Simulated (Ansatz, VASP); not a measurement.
**AlRu: VASP beside Ansatz**

```
Al Ru
1.0
     2.99160    0.00000    0.00000
     0.00000    2.99160    0.00000
     0.00000    0.00000    2.99160
Al Ru
1 1
Direct
  0.00000 0.00000 0.00000
  0.50000 0.50000 0.50000
```

Alike in both runs: task relaxation of cell and atoms; functional PBEsol; k mesh 14 × 14 × 14; occupations fermi-dirac, width 0.05 eV; no spin polarisation.

|  | VASP | Ansatz |
| --- | --- | --- |
| version | VASP 6.6.1 | Ansatz 0.2.0 |
| potentials or method | VASP PAW PBE potentials, release 64 (Al, Ru_pv) | PAW with Ansatz's default frozen-core files, scalar-relativistic |
| plane-wave cutoff (eV) | 600 | 420 |
| valence electrons in the cell | 17 | 19 |

```tsv
	VASP	Ansatz	Ansatz less VASP
relaxed volume (Å³/atom)	13.19	13.19	-0.003
relaxed cell length with the largest relative difference (Å)	2.977	2.977	-0.0002
```

VASP's potentials were made for PBE, not for PBEsol. VASP's potentials hold 17 valence electrons a cell and Ansatz's 19, so a difference there can come from the potentials and not from the codes.
